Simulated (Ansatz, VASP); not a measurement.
BaTiO3: VASP beside Ansatz

```
Ba Ti O
1.0
     3.01338    1.65299    2.35630
    -3.01338    1.65299    2.35630
     0.00000   -3.30599    2.35630
Ba Ti O
1 1 3
Direct
  0.00495 0.00495 0.00495
  0.51919 0.51919 0.51919
  0.48839 0.48839 0.97777
  0.48839 0.97777 0.48839
  0.97777 0.48839 0.48839
```

Change from the starting cell: strain +0.0525 x Voigt [1, 0, 0, 0, 0, 0], atoms carried along.

Alike in both runs: task single point; functional PBE; k mesh 6 × 6 × 6; occupations gaussian, width 0.05 eV; no spin polarisation.

```csv
,VASP,Ansatz
version,VASP 6.6.1,Ansatz 0.2.0
potentials or method,"VASP PAW PBE potentials, release 64 (Ba_sv, Ti_sv, O), cutoff 520 eV","scalar-relativistic, plane waves, PAW"
valence electrons in the cell,40,40
```

|  | VASP | Ansatz | Ansatz less VASP |
| --- | --- | --- | --- |
| gap on the k mesh at the Fermi level (eV) | 2.30 | 2.34 | +0.034 |
| least direct gap on the mesh (eV) | 2.84 | 2.85 | +0.009 |
| pressure (GPa) | -5.7 | -7.0 | -1.29 |
| traceless stress, the component that is largest in VASP (GPa) | -6.58 | -6.45 | +0.131 |
| rms of the force components (eV/Å) | 0.237 | 0.259 | +0.0228 |

Atom by atom the forces differ by 0.033 eV/Å (rms over components).

Spin-orbit coupling is off throughout.
